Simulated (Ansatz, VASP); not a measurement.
H3CCl: VASP beside Ansatz

The input INCAR:

```
SYSTEM = H3CCl
  ALGO = Normal
  EDIFF = 1E-6
  EDIFFG = -0.3
  ENCUT = 520
  GGA = PE
  IBRION = 2
  ISIF = 2
  ISMEAR = -1
  IVDW = 12
  LASPH = .True.
  LCHARG = .False.
  LREAL = Auto
  LWAVE = .False.
  NELM = 80
  NSW = 35
  PREC = Accurate
  SIGMA = 0.05
```

The input KPOINTS:

```
k-points
0
Gamma
  1 1 1
  0 0 0
```

Contents of POSCAR:

```
H3CCl
1.0
    8.2031320000      0.0000000000      0.0000000000
    0.0000000000      8.2031320000      0.0000000000
    0.0000000000      0.0000000000      8.2031320000
C Cl H
6 6 18
Direct
    0.0624726000      0.5402610000      0.3728672000
    0.7306480000      0.7483903000      0.4076134000
    0.4920912000      0.0930856000      0.7091345000
    0.4552373000      0.6907920000      0.9089236000
    0.7431745000      0.3029992000      0.2020871000
    0.9607494000      0.1084986000      0.7498817000
    0.0633001000      0.5409096000      0.5895307000
    0.8396906000      0.9245754000      0.3442676000
    0.4888349000      0.0848660000      0.9256200000
    0.4307566000      0.4977691000      0.8135977000
    0.6086230000      0.2381006000      0.3590209000
    1.0657096000     -0.0480837000      0.8566970000
    0.0670107000      0.6655221000      0.3294554000
    0.1685477000      0.4733637000      0.3296428000
   -0.0486333000      0.4815109000      0.3304479000
    0.8077054000      0.6417408000      0.3907736000
    0.6985058000      0.7614137000      0.5356477000
    0.6207815000      0.7370716000      0.3341508000
    0.4891595000      0.2200570000      0.6708563000
    0.6031380000      0.0350830000      0.6655476000
    0.3859157000      0.0290130000      0.6620497000
    0.3492114000      0.7150240000      0.9848634000
    0.5648975000      0.6883341000      0.9835166000
    0.4661850000      0.7839921000      0.8151717000
    0.8602098000      0.2426457000      0.2180789000
    0.6910200000      0.2704908000      0.0845344000
    0.7584395000      0.4345179000      0.2101702000
    1.0465301000      0.2051836000      0.7200623000
    0.9092155000      0.0576563000      0.6387294000
    0.8639829000      0.1559241000      0.8272288000
```

Input for Ansatz:

```yaml
crystal:
  lattice:
    - [8.203132, 0.0, 0.0]
    - [0.0, 8.203132, 0.0]
    - [0.0, 0.0, 8.203132]
  atoms:
    - { symbol: C, position: [0.0624726, 0.540261, 0.3728672] }
    - { symbol: Cl, position: [0.0633001, 0.5409096, 0.5895307] }
    - { symbol: H, position: [0.0670107, 0.6655221, 0.3294554] }
    - { symbol: H, position: [0.1685477, 0.4733637, 0.3296428] }
    - { symbol: H, position: [-0.0486333, 0.4815109, 0.3304479] }
    - { symbol: C, position: [0.730648, 0.7483903, 0.4076134] }
    - { symbol: Cl, position: [0.8396906, 0.9245754, 0.3442676] }
    - { symbol: H, position: [0.8077054, 0.6417408, 0.3907736] }
    - { symbol: H, position: [0.6985058, 0.7614137, 0.5356477] }
    - { symbol: H, position: [0.6207815, 0.7370716, 0.3341508] }
    - { symbol: C, position: [0.4920912, 0.0930856, 0.7091345] }
    - { symbol: Cl, position: [0.4888349, 0.084866, 0.92562] }
    - { symbol: H, position: [0.4891595, 0.220057, 0.6708563] }
    - { symbol: H, position: [0.603138, 0.035083, 0.6655476] }
    - { symbol: H, position: [0.3859157, 0.029013, 0.6620497] }
    - { symbol: C, position: [0.4552373, 0.690792, 0.9089236] }
    - { symbol: Cl, position: [0.4307566, 0.4977691, 0.8135977] }
    - { symbol: H, position: [0.3492114, 0.715024, 0.9848634] }
    - { symbol: H, position: [0.5648975, 0.6883341, 0.9835166] }
    - { symbol: H, position: [0.466185, 0.7839921, 0.8151717] }
    - { symbol: C, position: [0.7431745, 0.3029992, 0.2020871] }
    - { symbol: Cl, position: [0.608623, 0.2381006, 0.3590209] }
    - { symbol: H, position: [0.8602098, 0.2426457, 0.2180789] }
    - { symbol: H, position: [0.69102, 0.2704908, 0.0845344] }
    - { symbol: H, position: [0.7584395, 0.4345179, 0.2101702] }
    - { symbol: C, position: [0.9607494, 0.1084986, 0.7498817] }
    - { symbol: Cl, position: [1.0657096, -0.0480837, 0.856697] }
    - { symbol: H, position: [1.0465301, 0.2051836, 0.7200623] }
    - { symbol: H, position: [0.9092155, 0.0576563, 0.6387294] }
    - { symbol: H, position: [0.8639829, 0.1559241, 0.8272288] }
basis:
  ecutwfc: 420.0
kpoints:
  mp_grid: { grid: [1, 1, 1] }
hamiltonian:
  xc: pbe
  dispersion: d3bj
scf:
  occupations: { method: fermi_dirac, width: 0.05 }
  lower_state_search: "off"
relax:
  f_tol: 0.3
  max_steps: 15
  adjacent_minimum: "off"
output:
  write_density: true
  write_potential: true
  elf: true
  volumetric_format: npy
```

Alike in both runs: task relaxation of the atoms; functional PBE; dispersion D3(BJ); k mesh 1 × 1 × 1; occupations fermi-dirac, width 0.05 eV; no spin polarisation.

|  | VASP | Ansatz |
| --- | --- | --- |
| version | VASP 6.6.1 | Ansatz 0.2.0 |
| potentials or method | VASP PAW PBE potentials, release 64 (C, Cl, H), cutoff 520 eV | scalar-relativistic, plane waves, PAW |
| valence electrons in the cell | 84 | 84 |

|  | VASP | Ansatz | Ansatz less VASP |
| --- | --- | --- | --- |
| gap on the k mesh at the Fermi level, each at its own relaxed structure (eV) | 5.37 | 5.39 | +0.013 |

Ansatz's warnings: xc potential rough in thin density.
